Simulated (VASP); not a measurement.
# GaSe5 (P-62m) in VASP: further runs

GaSe5 is run at these levels: PBE; tasks: relaxation of cell and atoms.

All numbers are computed with VASP 6.6.1; they aren't measurements. Logs are shortened: lines on timing, memory, paths and dates and some standing lists are left out, and cuts for length are marked.

### 1 The cell of the first run

It takes space group P-62m (No. 189, hexagonal). Conventional cell: a = 6.177 Å, b = 6.177 Å, c = 5.581 Å, α = 90.00°, β = 90.00°, γ = 120.00°. Within 4.6 Å of Ga (site symmetry -62m) lie 12 Se at 3.49 to 3.57 Å. Se (site symmetry m2m) has 10 Se at 3.46 to 3.63 Å and 2 Ga at 3.49 Å within 4.5 Å. Within 4.5 Å of Se (site symmetry -6) lie 9 Se at 3.46 to 3.57 Å and 3 Ga at 3.57 Å.

The cell was generated, and may not be a known phase.

### 2 Relaxation of cell and atoms, PBE

INCAR

```
ALGO     = Normal         # electronic algorithm
EDIFF    = 1E-6           # SCF threshold, eV
EDIFFG   = -0.04          # ionic threshold
ENCUT    = 600            # plane-wave cutoff, eV
GGA      = PE             # functional
IBRION   = 2              # ionic algorithm
ISIF     = 3              # what is computed and relaxed
ISMEAR   = 0              # smearing method
LASPH    = T              # aspherical terms in the spheres
LCHARG   = F              # write CHGCAR
LREAL    = F              # projectors in reciprocal space
LWAVE    = F              # write WAVECAR
NELM     = 100            # most SCF steps
NSW      = 90             # ionic steps
PREC     = Accurate       # precision mode
SIGMA    = 0.1            # smearing width, eV
```

KPOINTS

```
k-points
0
Gamma
  3 3 4
```

POSCAR

```
GaSe5
1.0
    6.1770628200      0.0000000000      0.0000000000
   -3.0885314100      5.3494933200      0.0000000000
    0.0000000000      0.0000000000      5.5806532500
Ga Se
1 5
Direct
    0.0000000000      0.0000000000      0.5000000000
    0.6605330100      0.0000000000      0.0000000000
    0.0000000000      0.6605330100      0.0000000000
    0.3394669900      0.3394669900      0.0000000000
    0.3333333300      0.6666666700      0.5000000000
    0.6666666700      0.3333333300      0.5000000000
```

Potentials or basis: VASP PAW PBE potentials, release 64 (Ga_d, Se).

Run with:

```bash
$ cat potpaw_PBE.64/Ga_d/POTCAR potpaw_PBE.64/Se/POTCAR > POTCAR
$ mpirun -np 1 vasp_std > vasp.out
```

OUTCAR:

```text
EDIFF = 1E-6
   EDIFFG = -0.04
   ENCUT = 600
   GGA = PE
   IBRION = 2
   ISIF = 3
   ISMEAR = 0
   LASPH = T
   LREAL = F
   NELM = 100
   NSW = 90
   PREC = Accurate

 ion  position               nearest neighbor table
   1  0.000  0.000  0.500-
   2  0.661  0.000  0.000-
   3  0.000  0.661  0.000-
   4  0.339  0.339  0.000-
   5  0.333  0.667  0.500-
   6  0.667  0.333  0.500-

  LATTYP: Found a hexagonal cell.
 ALAT       =     6.1770628200
 C/A-ratio  =     0.9034477085

  Lattice vectors:

 A1 = (   6.1770628200,   0.0000000000,   0.0000000000)
 A2 = (  -3.0885314100,   5.3494933200,   0.0000000000)
 A3 = (   0.0000000000,   0.0000000000,   5.5806532500)

Analysis of symmetry for initial positions (statically):
=====================================================================
 Subroutine PRICEL returns:
 Original cell was already a primitive cell.

 Routine SETGRP: Setting up the symmetry group for a
 hexagonal supercell.

 Subroutine GETGRP returns: Found 12 space group operations
 (whereof 12 operations were pure point group operations)
 out of a pool of 24 trial point group operations.

The static configuration has the point symmetry D_3h.

Analysis of symmetry for dynamics (positions and initial velocities):
=====================================================================
 Subroutine PRICEL returns:
 Original cell was already a primitive cell.

 Routine SETGRP: Setting up the symmetry group for a
 hexagonal supercell.

 Subroutine GETGRP returns: Found 12 space group operations
 (whereof 12 operations were pure point group operations)
 out of a pool of 24 trial point group operations.

The dynamic configuration has the point symmetry D_3h.

 Subroutine INISYM returns: Found 12 space group operations
 (whereof 12 operations are pure point group operations),
 and found     1 'primitive' translations

----------------------------------------------------------------------------------------

                                     Primitive cell

  volume of cell :     184.4080

  direct lattice vectors                    reciprocal lattice vectors
     6.177062820  0.000000000  0.000000000     0.161889239  0.093466796  0.000000000
    -3.088531410  5.349493320  0.000000000     0.000000000  0.186933592  0.000000000
     0.000000000  0.000000000  5.580653250     0.000000000  0.000000000  0.179190492
[... 68 lines left out ...]
   ISTART =      0    job   : 0-new  1-cont  2-samecut
   ICHARG =      2    charge: 1-file 2-atom 10-const
   ISPIN  =      1    spin polarized calculation?
   LNONCOLLINEAR =      F non collinear calculations
   LSORBIT =      F    spin-orbit coupling
   LASPH  =      T    aspherical Exc in radial PAW
   ENCUT  =  600.0 eV  44.10 Ry    6.64 a.u.  12.34 12.34 11.15*2*pi/ulx,y,z
   NELM   =    100;   NELMIN=  2; NELMDL= -5     # of ELM steps
   EDIFF  = 0.1E-05   stopping-criterion for ELM
   LREAL  =      F    real-space projection
   EDIFFG = -.4E-01   stopping-criterion for IOM
   NSW    =     90    number of steps for IOM
   IBRION =      2    ionic relax: 0-MD 1-quasi-New 2-CG
   NFREE  =      1    steps in history (QN), initial steepest desc. (CG)
   ISIF   =      3    stress and relaxation
   ISYM   =      2    0-nonsym 1-usesym 2-fastsym
   POTIM  = 0.5000    time-step for ionic-motion
   TEBEG  =    0.0;   TEEND  =   0.0 temperature during run
   PSTRESS=    0.0 pullay stress
   NELECT =      43.0000    total number of electrons
   NUPDOWN=      -1.0000    fix difference up-down
   EMIN   =  10.00;   EMAX   =-10.00  energy-range for DOS
   EFERMI =   0.00;   METHOD = LEGACY
   ISMEAR =     0;   SIGMA  =   0.10  broadening in eV -4-tet -1-fermi 0-gaus
   EFERMI_NEDOS =   21; number of points for ismear=-14 and -15
   IALGO  =     38    algorithm
   IMIX   =      4    mixing-type and parameters
     AMIX     =   0.40;   BMIX     =  1.00
     AMIX_MAG =   1.60;   BMIX_MAG =  1.00
  volume/ion in A,a.u.               =      30.73       207.41
  Fermi-wavevector in a.u.,A,eV,Ry     =   1.007638  1.904159 13.814455  1.015334
  Thomas-Fermi vector in A             =   2.140455
   LORBIT       =      0    0 simple, 1 ext, 2 COOP (PROOUT), +10 PAW based schemes
   GGA     = PE    functional components
   LHFCALC =     F    Hartree Fock is set to
   AEXX    =    0.0000 exact exchange contribution
   IVDW    =     0    specifies the selected vdW correction
   LEPSILON=     F    determine dielectric tensor
   LRPA    =     F    only Hartree local field effects (RPA)
 conjugate gradient relaxation of ions
 non-spin polarized calculation
 Gauss-broadening in eV      SIGMA  =   0.10
  energy-cutoff  :      600.00
  volume of cell :      184.41
 maximum number of plane-waves:      6203
 NGX is ok and might be reduce to    50
   NGX = 25   NGY = 25   NGZ = 23

--------------------------------------- Ionic step        1  -------------------------------------------

 number of electron      43.0000006 magnetization

 Free energy of the ion-electron system (eV)
  ---------------------------------------------------
  ext. energy  EPLUGINS =         0.00000000
  ---------------------------------------------------
  free energy    TOTEN  =       -14.99814328 eV

  energy without entropy =      -14.93776680  energy(sigma->0) =      -14.96795504

------------------------ aborting loop because EDIFF is reached ----------------------------------------

  FORCE on cell =-STRESS in cart. coord.  units (eV):
  Direction    XX          YY          ZZ          XY          YZ          ZX
  --------------------------------------------------------------------------------------
  -------------------------------------------------------------------------------------
  Total       -9.1066920     -9.1066920    -12.8760880      0.0000000      0.0000000      0.0000000
  in kB      -79.1209558    -79.1209557   -111.8703026      0.0000000      0.0000000      0.0000000
  external PRESSURE =     -90.0374047 kB  Pullay stress =       0.0000000 kB
[... 622 lines left out ...]
     24       6.0841      0.00000
     25       6.0841      0.00000

[... ionic steps 4 to 28 ...]

--------------------------------------- Ionic step       29  -------------------------------------------

 number of electron      43.0000006 magnetization

------------------------ aborting loop because EDIFF is reached ----------------------------------------
[... 75 lines left out ...]
--------------------------------------- Ionic step       31  -------------------------------------------

 number of electron      43.0000007 magnetization

 Free energy of the ion-electron system (eV)
  ---------------------------------------------------
  ext. energy  EPLUGINS =         0.00000000
  ---------------------------------------------------
  free energy    TOTEN  =       -19.14585940 eV

  energy without entropy =      -19.12944105  energy(sigma->0) =      -19.13765022

 E-fermi :   4.6042     XC(G=0): -10.0254

 val. band max:        4.5992608096   @ k =   0.3333   0.0000   0.5000
 cond. band min:       4.8036796258   @ k =   0.3333   0.0000   0.2500
 fundamental gap:      0.2044188162
 Fermi energy:         4.6042463324
[... 283 lines left out ...]
  FREE ENERGIE OF THE ION-ELECTRON SYSTEM (eV)
  ---------------------------------------------------
  free  energy   TOTEN  =       -19.1458593996 eV

  energy  without entropy=      -19.1294410452  energy(sigma->0) =      -19.13765022

 reached required accuracy - stopping structural energy minimisation
```

CONTCAR:

```text
GaSe5
   1.00000000000000
     6.4976152228850221    0.0000000000000000    0.0000000000000000
    -3.2488076114425111    5.6270998439774029   -0.0000000000000001
     0.0000000000000000    0.0000000000000001    3.6417057025955559
  Ga              Se
     1     5
Direct
     0.0000000000000000    0.0000000000000000    0.5000000000000000
     0.6874998290187573    0.0000000000000000    0.0000000000000000
     0.0000000000001037    0.6874998290189643    0.0000000000000000
     0.3125001709811391    0.3125001709810358    0.0000000000000000
     0.3333333300000021    0.6666666699999979    0.5000000000000000
     0.6666666699999979    0.3333333300000021    0.5000000000000000

  0.00000000E+00  0.00000000E+00  0.00000000E+00
  0.00000000E+00  0.00000000E+00  0.00000000E+00
  0.00000000E+00  0.00000000E+00  0.00000000E+00
  0.00000000E+00  0.00000000E+00  0.00000000E+00
  0.00000000E+00  0.00000000E+00  0.00000000E+00
  0.00000000E+00  0.00000000E+00  0.00000000E+00
```

Run time: 23 min. Hardware: 1 thread of Intel Xeon Platinum 8488C (Sapphire Rapids), shared host; peak memory 0.39 GiB.

What came out:

| Quantity | Value |
| --- | --- |
| Free energy | -19.1459 eV |
| Relaxed volume | 22.19 Å³/atom |
| Relaxed cell | a = 6.498 Å, b = 6.498 Å, c = 3.642 Å, α = 90.00°, β = 90.00°, γ = 120.00° |
| Space group after relaxing (to 0.1 Å) | P-62m (No. 189) |
| Energy gained by relaxing | 691.3 meV/atom |
| Ionic steps | 31 |
| Pressure after relaxing | 0.1 GPa |
| Largest force after relaxing | 0.027 eV/Å |
| Band gap on the k mesh | zero (an odd number of electrons rules out a gap without spin polarisation) |

Forces on the atoms (eV/Å):
```
Ga   0.000  0.000  0.000
Se   0.027  0.000  0.000
Se  -0.013  0.023  0.000
Se  -0.013 -0.023  0.000
Se   0.000  0.000  0.000
Se   0.000  0.000  0.000
```

Step by step:
```tsv
step	energy change (eV)	largest force (eV/Å)	pressure (GPa)	volume (Å³)
1	0.0000	0.3054	-9.00	184.41
2	-2.2865	0.3838	-5.81	141.99
3	-2.6901	0.2849	-0.40	126.10
4	-2.6964	0.2648	0.76	123.76
5	-2.6957	0.2744	0.25	124.82
6	-2.8390	0.1524	0.45	124.46
7	-3.4879	0.1284	2.43	122.44
8	-2.2100	1.2155	21.32	113.83
9	-3.5613	0.5501	6.95	120.19
10	-3.5912	0.4527	5.76	120.76
11	-3.6481	0.4634	5.33	122.32
12	-3.7708	0.4889	4.35	126.90
13	-3.8437	0.3587	2.89	135.54
14	-3.8967	0.2962	1.48	137.69
15	-3.9225	0.1865	-0.34	140.95
16	-3.9227	0.1950	-0.21	140.68
17	-3.9259	0.1981	-0.21	140.53
18	-3.9357	0.2106	-0.26	140.07
19	-3.9578	0.2482	-0.37	139.14
20	-4.0118	0.2867	-0.47	137.31
21	-4.1044	0.1689	-0.13	133.70
22	-3.8521	0.9388	3.46	126.65
23	-4.1136	0.1229	0.09	132.84
24	-4.1188	0.0254	0.41	131.56
25	-4.1256	0.0070	0.43	131.51
26	-4.1313	0.0894	0.55	131.41
27	-4.1373	0.0687	0.33	132.01
28	-4.1454	0.0101	-0.33	133.80
29	-4.1454	0.0050	-0.42	133.95
30	-4.1474	0.0156	-0.08	133.42
31	-4.1477	0.0269	0.07	133.15
```

Final structure:
```
Ga Se
1.0
     6.49762    0.00000    0.00000
    -3.24881    5.62710    0.00000
     0.00000    0.00000    3.64171
Ga Se
1 5
Direct
  0.00000 0.00000 0.50000
  0.68750 0.00000 0.00000
  0.00000 0.68750 0.00000
  0.31250 0.31250 0.00000
  0.33333 0.66667 0.50000
  0.66667 0.33333 0.50000
```

Levels at points of the mesh, in eV from the Fermi level:
```
           k point  band 20  band 21  band 22  band 23  band 24  band 25
(0.00, 0.00, 0.00)    -1.09    -0.18    -0.18     0.73     0.86     0.86
(0.00, 0.00, 0.50)    -0.74    -0.74    -0.47     0.48     0.48     0.87
```

Caveat: the k points lie up to 0.43 Å⁻¹ apart in the final cell, too coarse for converged energies and pressures of a metal; the volume moved by over 15 % at a fixed basis, so the end points are rough; an odd number of electrons without spin polarisation forces a metal; a magnetic or distorted state may lie lower.

### 3 Relaxation of cell and atoms, PBE

This run uses another cell than the first one, of 22.20 Å³/atom.

INCAR

```
SYSTEM = GaSe5
PREC = Accurate ; ENCUT = 600
EDIFF = 1E-6 ; ISMEAR = 0
SIGMA = 0.1 ; LREAL = .FALSE.
LASPH = .TRUE. ; NELM = 100
ALGO = Normal ; ISIF = 3
LWAVE = .FALSE. ; LCHARG = .FALSE.
GGA = PE ; IBRION = 2
NSW = 100 ; EDIFFG = -0.01
```

KPOINTS

```
regular mesh
0
G
  6 6 10
  0 0 0
```

POSCAR

```
GaSe5
1.0
    6.4525163532      0.0000000000      0.0000000000
   -3.2262581766      5.5880430802      0.0000000000
    0.0000000000      0.0000000000      3.6937719385
Ga Se
1 5
Direct
    0.0000000000      0.0000000000      0.5000000000
    0.6724386964      0.0000000000      0.0000000000
    0.0000000000      0.6724386964      0.0000000000
    0.3275613036      0.3275613036      0.0000000000
    0.3333333333      0.6666666667      0.5000000000
    0.6666666667      0.3333333333      0.5000000000
```

Potentials or basis: VASP PAW PBE potentials, release 64 (Ga_d, Se).

Run with:

```bash
$ cat potpaw_PBE.64/Ga_d/POTCAR potpaw_PBE.64/Se/POTCAR > POTCAR
$ mpirun -np 1 vasp_std > vasp.out
```

OUTCAR:

```text
SYSTEM = GaSe5
   PREC = Accurate
   ENCUT = 600
   EDIFF = 1E-6
   ISMEAR = 0
   LREAL = .FALSE.
   LASPH = .TRUE.
   NELM = 100
   ISIF = 3
   GGA = PE
   IBRION = 2
   NSW = 100
   EDIFFG = -0.01

 ion  position               nearest neighbor table
   1  0.000  0.000  0.500-   3 2.81   4 2.81   3 2.81   4 2.81   2 2.81   2 2.81
   2  0.672  0.000  0.000-   1 2.81   1 2.81
   3  0.000  0.672  0.000-   1 2.81   1 2.81
   4  0.328  0.328  0.000-   1 2.81   1 2.81
   5  0.333  0.667  0.500-
   6  0.667  0.333  0.500-

  LATTYP: Found a hexagonal cell.
 ALAT       =     6.4525163532
 C/A-ratio  =     0.5724544869
[... 389 lines left out ...]
--------------------------------------- Ionic step        6  -------------------------------------------

 number of electron      42.9999995 magnetization

 Free energy of the ion-electron system (eV)
  ---------------------------------------------------
  ext. energy  EPLUGINS =         0.00000000
  ---------------------------------------------------
  free energy    TOTEN  =       -19.21118025 eV

  energy without entropy =      -19.19035996  energy(sigma->0) =      -19.20077010

 E-fermi :   4.5358     XC(G=0): -10.0315

 val. band max:        4.5321052430   @ k =   0.5000   0.0000   0.4000
 cond. band min:       4.5576066936   @ k =   0.5000   0.0000   0.4000
 fundamental gap:      0.0255014506
 Fermi energy:         4.5358004240

 k-point     1 :       0.0000    0.0000    0.0000
  band No.  band energies     occupation
      1     -11.0197      2.00000
      2     -10.2192      2.00000
      3     -10.2192      2.00000
      4     -10.1868      2.00000
      5     -10.1767      2.00000
      6     -10.1767      2.00000
[... 661 lines left out ...]
     24       5.4450      0.00000
     25       6.0406      0.00000

 [... further k-points ...]
[... 5 lines left out ...]
  --------------------------------------------------------------------------------------
  -------------------------------------------------------------------------------------
  Total        0.0001145      0.0001145     -0.0258118      0.0000000      0.0000000      0.0000000
  in kB        0.0013758      0.0013758     -0.3100340      0.0000000      0.0000000      0.0000000
  external PRESSURE =      -0.1024274 kB  Pullay stress =       0.0000000 kB
[... 21 lines left out ...]
  FREE ENERGIE OF THE ION-ELECTRON SYSTEM (eV)
  ---------------------------------------------------
  free  energy   TOTEN  =       -19.2111802485 eV

  energy  without entropy=      -19.1903599609  energy(sigma->0) =      -19.20077010

 reached required accuracy - stopping structural energy minimisation
```

OSZICAR:

```text
N       E                     dE             d eps       ncg     rms          rms(c)
DAV:   1     0.379079398621E+03    0.37908E+03   -0.20206E+04  2101   0.205E+03
[... 42 lines left out ...]
       N       E                     dE             d eps       ncg     rms          rms(c)
DAV:   1    -0.192120743580E+02   -0.10053E-02   -0.30853E-02  2437   0.152E+00    0.182E-01
DAV:   2    -0.192114483656E+02    0.62599E-03   -0.20150E-03  2939   0.668E-01    0.933E-02
DAV:   3    -0.192111895483E+02    0.25882E-03   -0.49863E-04  2899   0.212E-01    0.220E-02
DAV:   4    -0.192111816559E+02    0.78923E-05   -0.51834E-05  2534   0.516E-02    0.101E-02
DAV:   5    -0.192111801702E+02    0.14858E-05   -0.53042E-06  2514   0.158E-02    0.342E-03
DAV:   6    -0.192111802485E+02   -0.78320E-07   -0.64606E-07  1168   0.610E-03
   6 F= -.19211180E+02 E0= -.19200770E+02  d E =-.113686E-02
```

CONTCAR:

```text
GaSe5
   1.00000000000000
     6.4271066979403475   -0.0000000000000000   -0.0000000000000000
    -3.2135533489701738    5.5660376732438044   -0.0000000000000000
     0.0000000000000000    0.0000000000000000    3.7287023388947516
  Ga              Se
     1     5
Direct
     0.0000000000000000    0.0000000000000000    0.5000000000000000
     0.6729993058169186    0.0000000000000000    0.0000000000000000
     0.0000000000000000    0.6729993058169186    1.0000000000000000
     0.3270006941830816    0.3270006941830816    0.0000000000000000
     0.3333333332999970    0.6666666667000030    0.5000000000000000
     0.6666666667000030    0.3333333332999970    0.5000000000000000

  0.00000000E+00  0.00000000E+00  0.00000000E+00
  0.00000000E+00  0.00000000E+00  0.00000000E+00
  0.00000000E+00  0.00000000E+00  0.00000000E+00
  0.00000000E+00  0.00000000E+00  0.00000000E+00
  0.00000000E+00  0.00000000E+00  0.00000000E+00
  0.00000000E+00  0.00000000E+00  0.00000000E+00
```

Wall time 11 min (1 thread of Intel Xeon Platinum 8488C (Sapphire Rapids), shared host); peak memory 0.4 GiB.

What came out:

* Free energy: -19.2112 eV
* Relaxed volume: 22.23 Å³/atom
* Relaxed cell: a = 6.427 Å, b = 6.427 Å, c = 3.729 Å, α = 90.00°, β = 90.00°, γ = 120.00°
* Space group after relaxing (to 0.1 Å): P-62m (No. 189)
* Energy gained by relaxing: 0.6 meV/atom
* Ionic steps: 6
* Pressure after relaxing: 0.0 GPa
* Largest force after relaxing: 0.009 eV/Å
* Band gap on the k mesh: zero (an odd number of electrons rules out a gap without spin polarisation)

Forces on the atoms (eV/Å):
```
Ga   0.000  0.000  0.000
Se   0.009  0.000  0.000
Se  -0.004  0.008  0.000
Se  -0.004 -0.008  0.000
Se   0.000  0.000  0.000
Se   0.000  0.000  0.000
```

Step by step:
```tsv
step	energy change (eV)	largest force (eV/Å)	pressure (GPa)	volume (Å³)
1	0.0000	0.0371	0.34	133.19
2	-0.0027	0.0120	-0.21	134.09
3	-0.0027	0.0115	-0.22	134.10
4	-0.0036	0.0105	-0.11	133.72
5	-0.0038	0.0080	0.04	133.17
6	-0.0039	0.0089	-0.01	133.39
```

Final structure:
```
CELL_PARAMETERS angstrom
6.42711 0.00000 0.00000
-3.21355 5.56604 0.00000
0.00000 0.00000 3.72870
ATOMIC_POSITIONS crystal
Ga 0.00000 0.00000 0.50000
Se 0.67300 0.00000 0.00000
Se 0.00000 0.67300 0.00000
Se 0.32700 0.32700 0.00000
Se 0.33333 0.66667 0.50000
Se 0.66667 0.33333 0.50000
```

Levels at points of the mesh, in eV from the Fermi level:
```
           k point  band 19  band 20  band 21  band 22  band 23  band 24  band 25
(0.00, 0.00, 0.00)    -1.25    -1.23    -0.34    -0.34     1.02     1.11     1.11
(0.50, 0.00, 0.00)    -1.90    -1.72     0.13     0.56     0.65     1.32     1.60
(0.00, 0.00, 0.50)    -2.81    -0.58    -0.58    -0.13     0.78     0.79     0.79
(0.50, 0.00, 0.50)    -1.78    -1.52    -1.51    -0.40    -0.25     1.25     1.88
```

Caveat: an odd number of electrons without spin polarisation forces a metal; a magnetic or distorted state may lie lower.

The gap in the log of VASP goes by the Fermi energy; the results here count the filled bands.